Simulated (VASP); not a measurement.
Here is a VASP 6.6.1 calculation.

File INCAR:

```
PREC = Accurate ; ENCUT = 700
EDIFF = 1E-6 ; ISMEAR = -1
SIGMA = 0.05 ; LREAL = F
LASPH = T ; NELM = 200
ALGO = Normal ; ISIF = 2
LWAVE = F ; LCHARG = T
ISPIN = 2 ; MAGMOM = 0 0 0 0
LORBIT = 11 ; NUPDOWN = 0.0
LMAXMIX = 4 ; GGA = PE
LELF = T ; LVHAR = T
NBANDS = 35 ; GGA_COMPAT = F
```

File KPOINTS:

```
Automatic mesh
0
Gamma
  8 8 5
```

File POSCAR:

```
CoO
1.0
    3.1976457435      0.0000000000      0.0000000000
   -1.5988228718      2.7692424462      0.0000000000
    0.0000000000      0.0000000000      5.2287097100
Co O
2 2
Direct
    0.3333333333      0.6666666667      0.5033624100
    0.0000000000      0.0000000000      0.0034741400
    0.3333333333      0.6666666667      0.8715556000
    0.0000000000      0.0000000000      0.3716088500
```

Potentials or basis: VASP PAW PBE potentials, release 64 (Co_sv, O).

The run is started by

```bash
$ cat potpaw_PBE.64/Co_sv/POTCAR potpaw_PBE.64/O/POTCAR > POTCAR
$ mpirun -np 1 vasp_std > vasp.out
```

Predict the largest force.

0.131 eV/Å.

Predict the pressure.

-15.5 GPa.

Stress tensor (GPa, compression positive):
```
-18.11   0.00   0.00
  0.00 -18.11   0.00
  0.00   0.00 -10.26
```

Caveat: the stress differs along the axes, from -18 to -10 GPa; the total moment is fixed, so each spin has its own Fermi level.
